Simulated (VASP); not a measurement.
Write the native input for VASP 6.6.1 that does the following.

| Item | Value |
| --- | --- |
| Task | single point |
| Functional | LDA |
| Potentials or basis | VASP PAW LDA potentials, release 64 (Hf_pv) |
| Cutoff | 520 eV |
| k mesh | 20 × 20 × 20 |
| Occupations | gaussian, width 0.15 eV |
| Spin | no spin polarisation |
| Dipole correction | no |
| Further INCAR settings | ALGO = Normal; EDIFF = 1e-06; NBANDS = 11 |

The structure of Hf lies in POSCAR:

```
Hf
1.0
    0.0000000000      2.4113826876      1.6390168128
    2.4113826876      0.0000000000      1.6390168128
    2.4113826876      2.4113826876      0.0000000000
Hf
1
Direct
    0.0000000000      0.0000000000      0.0000000000
```

The input as run:

INCAR

```
SYSTEM = Hf
PREC = Accurate
ENCUT = 520
EDIFF = 1E-6
ISMEAR = 0
SIGMA = 0.15
LREAL = .FALSE.
LASPH = .TRUE.
NELM = 80
ALGO = Normal
ISIF = 2
LWAVE = .FALSE.
LCHARG = .FALSE.
GGA = CA
NBANDS = 11
```

KPOINTS

```
regular mesh
0
G
  20 20 20
  0 0 0
```

Potentials or basis: VASP PAW LDA potentials, release 64 (Hf_pv).

Command:

```sh
$ cat potpaw_LDA.64/Hf_pv/POTCAR > POTCAR
$ mpirun -np 1 vasp_std > vasp.out
```

Results of the run:

```
Pressure               : 9.0 GPa
Band gap on the k mesh : zero (bands 5 and 6 overlap by 2.27 eV)
```

Caveat: the cell stands under pressure; spin-orbit coupling is left out, which moves the levels of the heavy elements.

Run time: 66 s on 1 thread of AMD EPYC 9R45 (Zen 5) (shared host), peak memory 0.21 GiB.
